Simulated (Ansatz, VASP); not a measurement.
## Pt4C: VASP beside Ansatz

The input INCAR:

```
PREC = Accurate ; ENCUT = 520
EDIFF = 1E-6 ; ISMEAR = 0
SIGMA = 0.1 ; LREAL = F
LASPH = T ; NELM = 200
ALGO = Normal ; ISIF = 2
LWAVE = F ; LCHARG = F
ISPIN = 2 ; MAGMOM = 0 0 0 0 2
LORBIT = 11 ; LMAXMIX = 4
LDIPOL = T ; IDIPOL = 3
DIPOL = 0.5 0.5 0.338 ; GGA = PS
NBANDS = 34 ; GGA_COMPAT = F
NELMDL = -8
```

Contents of KPOINTS:

```
Automatic mesh
0
Gamma
  10 7 1
```

The input POSCAR:

```
Pt4C
1.0
    2.7704032196      0.0000000000      0.0000000000
    0.0000000000      3.9179418064      0.0000000000
    0.0000000000      0.0000000000     21.0969749094
Pt C
4 1
Direct
    0.5000000000      0.5000000000      0.1896006426
    0.0000000000      0.0000000000      0.2552594214
    0.5000000000      0.5000000000      0.3256256435
    0.0000000000      0.0000000000      0.3837979115
    0.0000000000      0.1666666667      0.5340564208
```

Input for Ansatz:

```yaml
crystal:
  lattice:
    - [2.7704032196, 0.0, 0.0]
    - [0.0, 3.9179418064, 0.0]
    - [0.0, 0.0, 21.0969749094]
  atoms:
    - { symbol: Pt, position: [0.5, 0.5, 0.1896006426] }
    - { symbol: Pt, position: [0.0, 0.0, 0.2552594214] }
    - { symbol: Pt, position: [0.5, 0.5, 0.3256256435] }
    - { symbol: Pt, position: [0.0, 0.0, 0.3837979115] }
    - { symbol: C, position: [0.0, 0.1666666667, 0.5340564208], spin: 2.0 }
basis:
  ecutwfc: 420
kpoints:
  mp_grid: { grid: [10, 7, 1] }
hamiltonian:
  xc: pbesol
  pseudopotentials: { kind: paw, azcp: { folder: soft_1 } }
scf:
  occupations: { method: gaussian, width: 0.1 }
output:
  forces: true
  eigenvalues: true
  populations: true
magnetization:
  spin_polarized: true
efield:
  axis: 3
  dipole_correction: true
  ramp_width: 0.04
```

Alike in both runs: task single point; functional PBEsol; k mesh 10 × 7 × 1; occupations gaussian, width 0.1 eV; collinear spin.

|  | VASP | Ansatz |
| --- | --- | --- |
| version | VASP 6.6.1 | Ansatz 0.2.0 |
| potentials or method | VASP PAW PBE potentials, release 64 (Pt, C), cutoff 520 eV | scalar-relativistic, plane waves, PAW |
| valence electrons in the cell | 44 | 76 |

Ansatz gave:

| Item | Value |
| --- | --- |
| gap on the k mesh at the Fermi level (eV) | none |
| rms of the force components (eV/Å) | 0.485 |
| net moment per atom (μB) | 0.25 |
| size of the moment on the site where the two differ most (μB) | 1.33 |

Q: Which values does VASP return?

A: gap on the k mesh at the Fermi level (eV): none; rms of the force components (eV/Å): 0.482; net moment per atom (μB): 0.24; size of the moment on the site where the two differ most (μB): 0.80.

VASP's potentials were made for PBE, not for PBEsol, and Ansatz warns of the same on its side. Site moments also hang on the region over which each program counts them. Atom by atom the forces differ by 0.008 eV/Å (rms over components). A gap of «none» marks a metal or a gap that the smearing closes. VASP's potentials hold 44 valence electrons a cell and Ansatz's 76, so a difference there can come from the potentials and not from the codes.

Spin-orbit coupling is off throughout.
